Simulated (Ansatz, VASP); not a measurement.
# AlGa3P4 in VASP and in Ansatz

```
Al Ga P
1.0
     3.76872    0.00000    0.00000
     0.00000    3.76872    0.00000
     0.00000    0.00000   10.65956
Al Ga P
1 3 4
Cartesian
  1.8844 1.8844 0.0000
  0.0000 0.0000 7.9947
  1.8844 1.8844 5.3298
  0.0000 0.0000 2.6649
  1.8844 0.0000 3.9973
  0.0000 1.8844 1.3324
  1.8844 0.0000 9.3271
  0.0000 1.8844 6.6622
```

Alike in both runs: task relaxation of cell and atoms; functional PBE; k mesh 4 × 4 × 2; occupations gaussian, width 0.1 eV; no spin polarisation.

```csv
,VASP,Ansatz
version,VASP 6.6.1,Ansatz 0.2.0
potentials or method,"VASP PAW PBE potentials, release 64 (Al, Ga_d, P), cutoff 600 eV","scalar-relativistic, plane waves, PAW"
valence electrons in the cell,62,62
```

```csv
,VASP,Ansatz,Ansatz less VASP
"gap on the k mesh at the Fermi level, each at its own relaxed structure (eV)",1.61,1.57,-0.045
relaxed volume (Å³/atom),20.86,20.90,+0.042
relaxed cell length with the largest relative difference (Å),10.959,10.921,-0.0380
```
